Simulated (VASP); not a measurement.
# TiAl in VASP: notebook

Runs on TiAl. Level: PBEsol. Tasks: single point.

Everything below comes from runs of VASP 6.6.1. Logs are shortened: lines on timing, memory, paths and dates and some standing lists are left out, and cuts for length are marked.

## 1. The cell of the first run

The structure is cubic, space group Pm-3m (No. 221). The conventional cell has a = 2.925 Å, b = 2.925 Å, c = 2.925 Å, α = 90.00°, β = 90.00°, γ = 90.00°. Ti (site symmetry m-3m) has 8 Al at 2.53 Å and 6 Ti at 2.92 Å within 3.3 Å. Within 3.3 Å of Al (site symmetry m-3m) lie 8 Ti at 2.53 Å and 6 Al at 2.92 Å.

## 2. Single point, PBEsol (strain -0.080 along x and y, -0.080 along z)

INCAR reads:

```
ALGO     = Normal         # electronic algorithm
EDIFF    = 1E-7           # SCF threshold, eV
ENCUT    = 520            # plane-wave cutoff, eV
GGA      = PS             # functional
ISIF     = 2              # what is computed and relaxed
ISMEAR   = 0              # smearing method
LASPH    = T              # aspherical terms in the spheres
LCHARG   = F              # write CHGCAR
LREAL    = F              # projectors in reciprocal space
LWAVE    = F              # write WAVECAR
NBANDS   = 14             # bands
NELM     = 100            # most SCF steps
PREC     = Accurate       # precision mode
SIGMA    = 0.15           # smearing width, eV
```

KPOINTS reads:

```
k-points
0
Gamma
  16 16 16
```

POSCAR reads:

```
TiAl
1.0
    2.9247388800      0.0000000000      0.0000000000
    0.0000000000      2.9247388800      0.0000000000
    0.0000000000      0.0000000000      2.9247388800
Ti Al
1 1
Direct
    0.0000000000      0.0000000000      0.0000000000
    0.5000000000      0.5000000000      0.5000000000
```

Potentials or basis: VASP PAW PBE potentials, release 64 (Ti_sv, Al).

Started as:

```
$ cat potpaw_PBE.64/Ti_sv/POTCAR potpaw_PBE.64/Al/POTCAR > POTCAR
$ mpirun -np 1 vasp_std > vasp.out
```

OUTCAR:

```text
EDIFF = 1E-7
   ENCUT = 520
   GGA = PS
   ISIF = 2
   ISMEAR = 0
   LASPH = T
   LREAL = F
   NELM = 100
   PREC = Accurate

 ion  position               nearest neighbor table
   1  0.000  0.000  0.000-   2 2.53   2 2.53   2 2.53   2 2.53   2 2.53   2 2.53   2 2.53   2 2.53

   2  0.500  0.500  0.500-   1 2.53   1 2.53   1 2.53   1 2.53   1 2.53   1 2.53   1 2.53   1 2.53

  LATTYP: Found a simple cubic cell.
 ALAT       =     2.9247388800

  Lattice vectors:

 A1 = (   2.9247388800,   0.0000000000,   0.0000000000)
 A2 = (   0.0000000000,   2.9247388800,   0.0000000000)
 A3 = (   0.0000000000,   0.0000000000,   2.9247388800)

Analysis of symmetry for initial positions (statically):
=====================================================================
 Subroutine PRICEL returns:
 Original cell was already a primitive cell.

 Routine SETGRP: Setting up the symmetry group for a
 simple cubic supercell.

 Subroutine GETGRP returns: Found 48 space group operations
 (whereof 48 operations were pure point group operations)
 out of a pool of 48 trial point group operations.

The static configuration has the point symmetry O_h .

Analysis of symmetry for dynamics (positions and initial velocities):
=====================================================================
 Subroutine PRICEL returns:
 Original cell was already a primitive cell.

 Routine SETGRP: Setting up the symmetry group for a
 simple cubic supercell.

 Subroutine GETGRP returns: Found 48 space group operations
 (whereof 48 operations were pure point group operations)
 out of a pool of 48 trial point group operations.

The dynamic configuration has the point symmetry O_h .

 Subroutine INISYM returns: Found 48 space group operations
 (whereof 48 operations are pure point group operations),
 and found     1 'primitive' translations

----------------------------------------------------------------------------------------

                                     Primitive cell

  volume of cell :      25.0185

  direct lattice vectors                    reciprocal lattice vectors
     2.924738880  0.000000000  0.000000000     0.341910865  0.000000000  0.000000000
     0.000000000  2.924738880  0.000000000     0.000000000  0.341910865  0.000000000
     0.000000000  0.000000000  2.924738880     0.000000000  0.000000000  0.341910865

  length of vectors
     2.924738880  2.924738880  2.924738880     0.341910865  0.341910865  0.341910865

  position of ions in fractional coordinates (direct lattice)
     0.000000000  0.000000000  0.000000000
     0.500000000  0.500000000  0.500000000

  ion indices of the primitive-cell ions
   primitive index   ion index
                 1           1
                 2           2

----------------------------------------------------------------------------------------

 KPOINTS: k-points

Automatic generation of k-mesh.
 Grid dimensions read from file:
 generate k-points for:   16   16   16

 Generating k-lattice:

  Cartesian coordinates                     Fractional coordinates (reciprocal lattice)
     0.021369429  0.000000000  0.000000000     0.062500000  0.000000000  0.000000000
     0.000000000  0.021369429  0.000000000     0.000000000  0.062500000  0.000000000
     0.000000000  0.000000000  0.021369429     0.000000000  0.000000000  0.062500000

  Length of vectors
     0.021369429  0.021369429  0.021369429

  Shift w.r.t. Gamma in fractional coordinates (k-lattice)
     0.000000000  0.000000000  0.000000000

 Subroutine IBZKPT returns following result:
 ===========================================

 Found    165 irreducible k-points:

 Following reciprocal coordinates:
            Coordinates               Weight
  0.000000  0.000000  0.000000      1.000000
  0.062500  0.000000  0.000000      6.000000
  0.125000  0.000000  0.000000      6.000000
  0.187500  0.000000  0.000000      6.000000
  0.250000  0.000000  0.000000      6.000000
  0.312500  0.000000  0.000000      6.000000
[... 16 lines left out ...]
  0.437500  0.125000  0.000000     24.000000
  0.500000  0.125000  0.000000     12.000000
 [... further k-points ...]
   k-points           NKPTS =    165   k-points in BZ     NKDIM =    165   number of bands    NBANDS=     14
   number of dos      NEDOS =    301   number of ions     NIONS =      2
   total plane-waves  NPLWV =  13824
   dimension x,y,z NGX =    24 NGY =   24 NGZ =   24
   dimension x,y,z NGXF=    48 NGYF=   48 NGZF=   48
   ions per type =               1   1
   NGX,Y,Z   is equivalent  to a cutoff of  13.64, 13.64, 13.64 a.u.
   NGXF,Y,Z  is equivalent  to a cutoff of  27.28, 27.28, 27.28 a.u.
 SYSTEM =  unknown system
   PREC   = accura    normal or accurate (medium, high low for compatibility)
   ISTART =      0    job   : 0-new  1-cont  2-samecut
   ICHARG =      2    charge: 1-file 2-atom 10-const
   ISPIN  =      1    spin polarized calculation?
   LNONCOLLINEAR =      F non collinear calculations
   LSORBIT =      F    spin-orbit coupling
[... 70 lines left out ...]
     10      13.9830      0.00000
     11      17.4190      0.00000
     12      17.4190      0.00000
     13      17.4190      0.00000
     14      21.9778      0.00000

 k-point     2 :       0.0625    0.0000    0.0000
  band No.  band energies     occupation
      1     -44.5774      2.00000
      2     -20.8547      2.00000
      3     -20.8364      2.00000
      4     -20.8364      2.00000
      5       1.3160      2.00000
      6       9.4180      2.00000
      7       9.4683      2.00000
      8      13.8361      0.00000
      9      13.8361      0.00000
     10      13.9943      0.00000
     11      17.1198      0.00000
     12      17.6110      0.00000
     13      17.6110      0.00000
     14      21.8287      0.00000

 k-point     3 :       0.1250    0.0000    0.0000
  band No.  band energies     occupation
      1     -44.5725      2.00000
      2     -20.9023      2.00000
      3     -20.8323      2.00000
      4     -20.8323      2.00000
      5       1.5484      2.00000
      6       9.3541      2.00000
      7       9.5803      2.00000
      8      13.4786      0.00000
      9      13.4786      0.00000
     10      14.0268      0.00000
     11      16.4779      0.00000
     12      18.1058      0.00000
     13      18.1058      0.00000
     14      21.4118      0.00000

 k-point     4 :       0.1875    0.0000    0.0000
  band No.  band energies     occupation
      1     -44.5650      2.00000
      2     -20.9729      2.00000
      3     -20.8261      2.00000
      4     -20.8261      2.00000
      5       1.9270      2.00000
      6       9.1636      2.00000
      7       9.7571      2.00000
      8      13.0452      0.00000
      9      13.0452      0.00000
     10      14.0761      0.00000
     11      15.8684      0.00000
     12      18.7739      0.00000
     13      18.7739      0.00000
     14      20.8052      0.00000

 k-point     5 :       0.2500    0.0000    0.0000
  band No.  band energies     occupation
      1     -44.5562      2.00000
      2     -21.0554      2.00000
      3     -20.8187      2.00000
      4     -20.8187      2.00000
      5       2.4399      2.00000
      6       8.7639      2.00000
      7       9.9822      2.00000
      8      12.6241      0.00000
      9      12.6241      0.00000
     10      14.1352      0.00000
     11      15.5051      0.00000
[... 276 lines left out ...]
 k-point    22 :       0.3750    0.1250    0.0000
  band No.  band energies     occupation
      1     -44.5335      2.00000
      2     -21.1956      2.00000
      3     -20.8650      2.00000
      4     -20.7995      2.00000
      5       4.0362      2.00000
      6       7.5005      2.00000
      7      10.4557      2.00000
      8      11.6492      0.44410
      9      12.0662      0.00000
     10      13.8734      0.00000
     11      15.6166      0.00000
     12      18.9185      0.00000
     13      20.4762      0.00000
     14      21.6955      0.00000

 k-point    23 :       0.4375    0.1250    0.0000
  band No.  band energies     occupation
      1     -44.5285      2.00000
      2     -21.2404      2.00000
      3     -20.8603      2.00000
      4     -20.7953      2.00000
      5       4.8105      2.00000
      6       6.6479      2.00000
      7      10.6981      2.00000
      8      11.4376      1.78110
      9      11.9002      0.00174
     10      13.9148      0.00000
     11      15.7088      0.00000
     12      18.8021      0.00000
     13      20.9132      0.00000
     14      22.5410      0.00000

 k-point    24 :       0.5000    0.1250    0.0000
  band No.  band energies     occupation
      1     -44.5268      2.00000
      2     -21.2560      2.00000
      3     -20.8587      2.00000
      4     -20.7938      2.00000
      5       5.4236      2.00000
      6       6.0043      2.00000
      7      10.8206      2.00000
      8      11.3269      1.97699
      9      11.8438      0.00931
     10      13.9296      0.00000
     11      15.7571      0.00000
     12      18.7305      0.00000
     13      21.2214      0.00000
     14      23.0351      0.00000

 [... further k-points ...]

------------------------ aborting loop because EDIFF is reached ----------------------------------------

  FORCE on cell =-STRESS in cart. coord.  units (eV):
  Direction    XX          YY          ZZ          XY          YZ          ZX
  --------------------------------------------------------------------------------------
  -------------------------------------------------------------------------------------
  Total        6.5933596      6.5933596      6.5933596     -0.0000000     -0.0000000      0.0000000
  in kB      422.2367673    422.2367673    422.2367673     -0.0000000     -0.0000000      0.0000000
  external PRESSURE =     422.2367673 kB  Pullay stress =       0.0000000 kB

 VOLUME and BASIS-vectors are now :
 -----------------------------------------------------------------------------
  energy-cutoff  :      520.00
  volume of cell :       25.02
      direct lattice vectors                 reciprocal lattice vectors
     2.924738880  0.000000000  0.000000000     0.341910865  0.000000000  0.000000000
     0.000000000  2.924738880  0.000000000     0.000000000  0.341910865  0.000000000
     0.000000000  0.000000000  2.924738880     0.000000000  0.000000000  0.341910865

 POSITION                                       TOTAL-FORCE (eV/Angst)
 -----------------------------------------------------------------------------------
      0.00000      0.00000      0.00000         0.000000      0.000000      0.000000
      1.46237      1.46237      1.46237         0.000000      0.000000      0.000000
 -----------------------------------------------------------------------------------
    total drift:                                0.000000      0.000000      0.000000

  FREE ENERGIE OF THE ION-ELECTRON SYSTEM (eV)
  ---------------------------------------------------
  free  energy   TOTEN  =       -12.2731632759 eV

  energy  without entropy=      -12.2531996649  energy(sigma->0) =      -12.26318147
```

Run time: 71 s. Hardware: 1 thread of Intel Xeon 8259CL, shared host; peak memory 0.19 GiB.

Results:

| Item | Value |
| --- | --- |
| Free energy | -12.2732 eV |
| Pressure | 42.2 GPa |
| Band gap on the k mesh | zero (an odd number of electrons rules out a gap without spin polarisation) |

Levels at points of the mesh, in eV from the Fermi level:
| k point | band 3 | band 4 | band 5 | band 6 | band 7 | band 8 | band 9 | band 10 | band 11 | band 12 |
| --- | --- | --- | --- | --- | --- | --- | --- | --- | --- | --- |
| (0.00, 0.00, 0.00) | -32.41 | -32.41 | -10.33 | -2.14 | -2.14 | 2.41 | 2.41 | 2.41 | 5.85 | 5.85 |
| (0.50, 0.00, 0.00) | -32.37 | -32.37 | -6.21 | -5.89 | -0.88 | 0.20 | 0.20 | 2.73 | 4.23 | 6.75 |
| (0.50, 0.50, 0.00) | -32.76 | -32.33 | -5.78 | -1.99 | -1.99 | -1.81 | 0.81 | 0.81 | 3.81 | 6.52 |
| (0.50, 0.50, 0.50) | -32.71 | -32.71 | -3.94 | -3.94 | -3.94 | 2.31 | 3.82 | 3.82 | 3.82 | 3.91 |

Caveat: the cell differs from its parent crystal (strain -0.080 along x and y, -0.080 along z); the cell stands under pressure; the PAW data sets were made with another functional, which shifts forces and pressure a little.

## 3. Single point, PBEsol (strain +0.080 along x and y, +0.080 along z)

INCAR reads:

```
SYSTEM = TiAl
  PREC = Accurate
  ENCUT = 520
  EDIFF = 1E-7
  ISMEAR = 0
  SIGMA = 0.15
  LREAL = .False.
  LASPH = .True.
  NELM = 80
  ALGO = Fast
  ISIF = 2
  LWAVE = .False.
  LCHARG = .False.
  GGA = PS
  NBANDS = 14
```

KPOINTS reads:

```
Automatic mesh
0
Gamma
  16 16 16
  0 0 0
```

POSCAR reads:

```
TiAl
1.0
    3.4333891200      0.0000000000      0.0000000000
    0.0000000000      3.4333891200      0.0000000000
    0.0000000000      0.0000000000      3.4333891200
Ti Al
1 1
Direct
    0.0000000000      0.0000000000      0.0000000000
    0.5000000000      0.5000000000      0.5000000000
```

Potentials or basis: VASP PAW PBE potentials, release 64 (Ti_sv, Al).

Started as:

```
$ cat potpaw_PBE.64/Ti_sv/POTCAR potpaw_PBE.64/Al/POTCAR > POTCAR
$ mpirun -np 1 vasp_std > vasp.out
```

Wall time 4.6 min (1 thread of Intel Xeon 8259CL, shared host); peak memory 0.23 GiB.

Results (log left out):

```
Free energy            : -12.3646 eV
Pressure               : -17.7 GPa
Band gap on the k mesh : zero (an odd number of electrons rules out a gap without spin polarisation)
```

Levels at points of the mesh, in eV from the Fermi level:
```csv
k point,band 3,band 4,band 5,band 6,band 7,band 8,band 9,band 10,band 11,band 12
"(0.00, 0.00, 0.00)",-33.41,-33.41,-8.21,-0.97,-0.96,1.32,1.32,1.32,3.50,3.50
"(0.50, 0.00, 0.00)",-33.40,-33.40,-5.60,-4.48,-0.35,0.09,0.09,1.45,2.15,6.33
"(0.50, 0.50, 0.00)",-33.47,-33.40,-4.43,-1.89,-1.89,-1.19,0.56,0.56,1.99,3.23
"(0.50, 0.50, 0.50)",-33.46,-33.46,-2.42,-2.42,-2.42,-0.48,2.03,2.03,2.43,2.43
```

Caveat: the cell differs from its parent crystal (strain +0.080 along x and y, +0.080 along z); the cell stands under tension; the PAW data sets were made with another functional, which shifts forces and pressure a little.

## 4. Single point, PBEsol (strain -0.040 along x and y, -0.080 along z)

INCAR reads:

```
PREC = Accurate
ENCUT = 520
EDIFF = 1E-6
ISMEAR = 0
SIGMA = 0.15
LREAL = F
LASPH = T
NELM = 80
ALGO = Fast
ISIF = 2
LWAVE = F
LCHARG = F
GGA = PS
NBANDS = 14
```

KPOINTS reads:

```
regular mesh
0
Gamma
  16 16 16
```

POSCAR reads:

```
TiAl
1.0
    3.0519014400      0.0000000000      0.0000000000
    0.0000000000      3.0519014400      0.0000000000
    0.0000000000      0.0000000000      2.9247388800
Ti Al
1 1
Direct
    0.0000000000      0.0000000000      0.0000000000
    0.5000000000      0.5000000000      0.5000000000
```

Started as:

```
$ cat potpaw_PBE.64/Ti_sv/POTCAR potpaw_PBE.64/Al/POTCAR > POTCAR
$ mpirun -np 1 vasp_std > vasp.out
```

Run time: 5.3 min. Hardware: 1 thread of Intel Xeon 8259CL, shared host; peak memory 0.27 GiB.

It converged, with:

```
Free energy            : -12.7177 eV
Pressure               : 22.6 GPa
Band gap on the k mesh : zero (an odd number of electrons rules out a gap without spin polarisation)
```

Stress tensor (GPa, compression positive):
```
22.91  0.00  0.00
 0.00 22.91  0.00
 0.00  0.00 22.06
```

Levels at points of the mesh, in eV from the Fermi level:
| k point | band 6 | band 7 | band 8 | band 9 | band 10 | band 11 |
| --- | --- | --- | --- | --- | --- | --- |
| (0.00, 0.00, 0.00) | -1.92 | -1.79 | 2.03 | 2.31 | 2.31 | 4.89 |
| (0.50, 0.00, 0.00) | -5.68 | -0.78 | -0.01 | 0.58 | 2.55 | 3.60 |
| (0.50, 0.50, 0.00) | -2.21 | -2.21 | -1.73 | 1.07 | 1.07 | 3.29 |
| (0.00, 0.00, 0.50) | -5.58 | -0.64 | 0.01 | 0.01 | 2.37 | 4.17 |
| (0.50, 0.00, 0.50) | -2.11 | -1.82 | -1.64 | 0.60 | 0.72 | 3.49 |
| (0.50, 0.50, 0.50) | -3.62 | -3.60 | 1.73 | 3.39 | 3.39 | 3.40 |

Caveat: the cell differs from its parent crystal (strain -0.040 along x and y, -0.080 along z); the cell stands under pressure; the PAW data sets were made with another functional, which shifts forces and pressure a little.

## 5. Single point, PBEsol (strain +0.080 along x and y, +0.040 along z)

INCAR reads:

```
SYSTEM = TiAl
ALGO     = Fast           ! electronic algorithm
EDIFF    = 1E-7           ! SCF threshold, eV
ENCUT    = 520            ! plane-wave cutoff, eV
GGA      = PS             ! functional
ISIF     = 2              ! what is computed and relaxed
ISMEAR   = 0              ! smearing method
LASPH    = .True.         ! aspherical terms in the spheres
LCHARG   = .False.        ! write CHGCAR
LREAL    = .False.        ! projectors in reciprocal space
LWAVE    = .False.        ! write WAVECAR
NBANDS   = 14             ! bands
NELM     = 80             ! most SCF steps
PREC     = Accurate       ! precision mode
SIGMA    = 0.15           ! smearing width, eV
```

KPOINTS reads:

```
k-points
0
Gamma
  16 16 16
  0 0 0
```

POSCAR reads:

```
TiAl
1.0
    3.4333891200      0.0000000000      0.0000000000
    0.0000000000      3.4333891200      0.0000000000
    0.0000000000      0.0000000000      3.3062265600
Ti Al
1 1
Direct
    0.0000000000      0.0000000000      0.0000000000
    0.5000000000      0.5000000000      0.5000000000
```

Started as:

```
$ cat potpaw_PBE.64/Ti_sv/POTCAR potpaw_PBE.64/Al/POTCAR > POTCAR
$ mpirun -np 1 vasp_std > vasp.out
```

Run time: 14 min. Hardware: 1 thread of Intel Xeon 8259CL, shared host; peak memory 0.35 GiB.

Results (log left out):

| Quantity | Value |
| --- | --- |
| Free energy | -12.5288 eV |
| Pressure | -16.3 GPa |
| Band gap on the k mesh | zero (an odd number of electrons rules out a gap without spin polarisation) |

Stress tensor (GPa, compression positive):
```
-15.78   0.00   0.00
  0.00 -15.78   0.00
  0.00   0.00 -17.32
```

Levels at points of the mesh, in eV from the Fermi level:
| k point | band 6 | band 7 | band 8 | band 9 | band 10 | band 11 |
| --- | --- | --- | --- | --- | --- | --- |
| (0.00, 0.00, 0.00) | -1.06 | -1.00 | 1.30 | 1.45 | 1.45 | 3.34 |
| (0.50, 0.00, 0.00) | -4.62 | -0.40 | -0.02 | 0.34 | 1.58 | 2.18 |
| (0.50, 0.50, 0.00) | -2.04 | -2.04 | -1.30 | 0.75 | 0.75 | 2.03 |
| (0.00, 0.00, 0.50) | -4.53 | -0.31 | 0.01 | 0.01 | 1.48 | 2.51 |
| (0.50, 0.00, 0.50) | -1.96 | -1.79 | -1.19 | 0.49 | 0.55 | 2.14 |
| (0.50, 0.50, 0.50) | -2.50 | -2.50 | -0.30 | 2.09 | 2.23 | 2.48 |

Caveat: the cell differs from its parent crystal (strain +0.080 along x and y, +0.040 along z); the cell stands under tension; the PAW data sets were made with another functional, which shifts forces and pressure a little.

## 6. Overview

```tsv
cell	gap on the mesh (eV)	pressure (GPa)
a = 2.925 Å, 2 atoms	none	42.2
a = 3.433 Å, 2 atoms	none	-17.7
a = 3.052, b = 3.052, c = 2.925 Å, 2 atoms	none	22.6
a = 3.433, b = 3.433, c = 3.306 Å, 2 atoms	none	-16.3
```

Alike in all rows: task single point; level PBEsol; potentials or basis VASP PAW PBE potentials, release 64 (Ti_sv, Al); no spin polarisation; k mesh 16 × 16 × 16; cutoff (eV) 520; smearing gaussian 0.15 eV.

Caveats: the PAW data sets were made with another functional, which shifts forces and pressure a little; the cell stands under pressure (at least some runs); the cell stands under tension (at least some runs).

Absolute energies hang on the potentials; compare differences alone.
